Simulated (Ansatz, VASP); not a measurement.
**One calculation of Ti, two programs**

The input INCAR:

```
ALGO = Fast
EDIFF = 1E-6
ENCUT = 520
GGA = PE
ISIF = 2
ISMEAR = 0
LASPH = T
LCHARG = F
LREAL = F
LWAVE = F
NBANDS = 19
NELM = 80
PREC = Accurate
SIGMA = 0.15
```

The input KPOINTS:

```
k-points
0
Gamma
  24 24 14
```

File POSCAR:

```
Ti
1.0
    2.7029660044      0.0000000000      0.0000000000
   -1.3514830022      2.3408372254      0.0000000000
    0.0000000000      0.0000000000      5.5816746605
Ti
2
Direct
    0.3333333333      0.6666666667      0.2500000000
    0.6666666667      0.3333333333      0.7500000000
```

Input for Ansatz:

```yaml
crystal:
  lattice:
    - [2.7029660044, 0.0, 0.0]
    - [-1.3514830022, 2.3408372254, 0.0]
    - [0.0, 0.0, 5.5816746605]
  atoms:
    - { symbol: Ti, position: [0.3333333333, 0.6666666667, 0.25] }
    - { symbol: Ti, position: [0.6666666667, 0.3333333333, 0.75] }
basis:
  ecutwfc: 420
kpoints:
  mp_grid: { grid: [24, 24, 14] }
hamiltonian:
  xc: pbe
scf:
  occupations: { method: gaussian, width: 0.15 }
output:
  forces: true
  stress: true
  eigenvalues: true
  write_density: true
  write_potential: true
  elf: true
  volumetric_format: npy
```

Alike in both runs: task single point; functional PBE; k mesh 24 × 24 × 14; occupations gaussian, width 0.15 eV; no spin polarisation.

```csv
,VASP,Ansatz
version,VASP 6.6.1,Ansatz 0.2.0
potentials or method,"VASP PAW PBE potentials, release 64 (Ti_sv), cutoff 520 eV","scalar-relativistic, plane waves, PAW"
valence electrons in the cell,24,24
```

VASP gave:

| Item | Value |
| --- | --- |
| gap on the k mesh at the Fermi level (eV) | none |
| pressure (GPa) | -1.2 |
| traceless stress, the component that is largest in VASP (GPa) | -12.95 |

Problem. Estimate Ansatz's values.

Solution. gap on the k mesh at the Fermi level (eV): none; pressure (GPa): -0.8; traceless stress, the component that is largest in VASP (GPa): -13.03.

A gap of «none» marks a metal or a gap that the smearing closes.
